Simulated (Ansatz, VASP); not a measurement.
# Mo: VASP beside Ansatz

The input INCAR:

```
ALGO = Normal
EDIFF = 1E-6
ENCUT = 520
GGA = PS
ISIF = 2
ISMEAR = -1
LASPH = T
LCHARG = F
LREAL = F
LWAVE = F
NBANDS = 21
NELM = 60
PREC = Accurate
SIGMA = 0.1
```

File KPOINTS:

```
k-points
0
Gamma
  11 11 11
```

The input POSCAR:

```
Mo
1.0
    0.0000000000      2.7684125314      2.7684125314
    2.7684125314      0.0000000000      2.7684125314
    2.7684125314      2.7684125314      0.0000000000
Mo
2
Direct
    0.1250000000      0.1250000000      0.1250000000
    0.8750000000      0.8750000000      0.8750000000
```

Input for Ansatz:

```yaml
crystal:
  lattice:
    - [0.0, 2.7684125314, 2.7684125314]
    - [2.7684125314, 0.0, 2.7684125314]
    - [2.7684125314, 2.7684125314, 0.0]
  atoms:
    - { symbol: Mo, position: [0.125, 0.125, 0.125] }
    - { symbol: Mo, position: [0.875, 0.875, 0.875] }
hamiltonian:
  xc: pbesol
  pseudopotentials:
    kind: paw
    azcp:
      Mo: "pseudopotentials/Mo.paw.azcp"
basis:
  ecutwfc: 420
  fft_grid_basis: typed
kpoints:
  mp_grid: { grid: [11, 11, 11], shift: [0, 0, 0] }
magnetization:
  spin_polarized: false
scf:
  occupations: { method: fermi_dirac, width: 0.1 }
  lower_state_search: "off"
output:
  stress: true
```

Alike in both runs: task single point; functional PBEsol; k mesh 11 × 11 × 11; occupations fermi-dirac, width 0.1 eV; no spin polarisation.

|  | VASP | Ansatz |
| --- | --- | --- |
| version | VASP 6.6.1 | Ansatz 0.2.0 |
| potentials or method | VASP PAW PBE potentials, release 64 (Mo_sv), cutoff 520 eV | plane waves (420 eV) with PAW, scalar-relativistic |
| valence electrons in the cell | 28 | 28 |

VASP gave:

- pressure (GPa): 5.8

Question: Estimate Ansatz's values.

Answer: Pressure (GPa): 5.2.

VASP's potentials were made for PBE, not for PBEsol, and Ansatz warns of the same on its side.
